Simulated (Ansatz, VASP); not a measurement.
# BaZrO3: VASP beside Ansatz

```
CELL_PARAMETERS angstrom
-2.97697 2.97697 4.21394
2.97697 -2.97697 4.21394
2.97697 2.97697 -4.21394
ATOMIC_POSITIONS crystal
Ba 0.75000 0.25000 0.50000
Ba 0.25000 0.75000 0.50000
Zr 0.00000 0.00000 0.00000
Zr 0.50000 0.50000 0.00000
O 0.75000 0.75000 0.00000
O 0.25000 0.25000 0.00000
O 0.23937 0.73937 0.97873
O 0.76063 0.26063 0.02127
O 0.73937 0.76063 0.50000
O 0.26063 0.23937 0.50000
```

Alike in both runs: task relaxation of cell and atoms; functional PBEsol; k mesh 6 × 6 × 6; occupations gaussian, width 0.02 eV; no spin polarisation.

|  | VASP | Ansatz |
| --- | --- | --- |
| version | VASP 6.6.1 | Ansatz 0.2.0 |
| potentials or method | VASP PAW PBE potentials, release 64 (Ba_sv, Zr_sv, O), cutoff 600 eV | scalar-relativistic, plane waves, PAW |
| valence electrons in the cell | 80 | 80 |

|  | VASP | Ansatz | Ansatz less VASP |
| --- | --- | --- | --- |
| gap on the k mesh at the Fermi level, each at its own relaxed structure (eV) | 3.14 | 3.27 | +0.125 |
| relaxed volume (Å³/atom) | 14.69 | 14.57 | -0.118 |
| relaxed length of the cell vector where the two differ most in proportion (Å) | 5.924 | 5.912 | -0.0127 |

VASP's potentials were made for PBE, not for PBEsol, and Ansatz warns of the same on its side.

Spin-orbit coupling is off throughout.
